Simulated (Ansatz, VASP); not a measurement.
## One calculation of GeIrRu3, two programs

```
CELL_PARAMETERS angstrom
5.03192 0.00000 0.00000
-2.51596 4.35777 0.00000
0.00000 0.00000 4.57181
ATOMIC_POSITIONS crystal
Ge 0.00000 0.00000 0.00000
Ru 0.50000 0.00000 0.00000
Ru 0.00000 0.50000 0.00000
Ru 0.50000 0.50000 0.00000
Ir 0.00000 0.00000 0.50000
```

Alike in both runs: functional PBE; k mesh 6 × 6 × 4; occupations gaussian, width 0.1 eV; no spin polarisation.

Ansatz relaxed the structure, and its values are those at the end. VASP's run is a single point on that final structure, the one shown.

|  | VASP | Ansatz |
| --- | --- | --- |
| version | VASP 6.6.1 | Ansatz 0.2.0 |
| potentials or method | VASP PAW PBE potentials, release 64 (Ge_d, Ru_sv, Ir_sv_GW), cutoff 560 eV | scalar-relativistic, plane waves, PAW |
| valence electrons in the cell | 79 | 79 |

```tsv
	VASP	Ansatz	Ansatz less VASP
gap on the k mesh at the Fermi level (eV)	none	none	-
pressure (GPa)	-0.3	0.0	+0.28
```

A gap of «none» marks a metal or a gap that the smearing closes.

Neither program's run includes spin-orbit coupling.
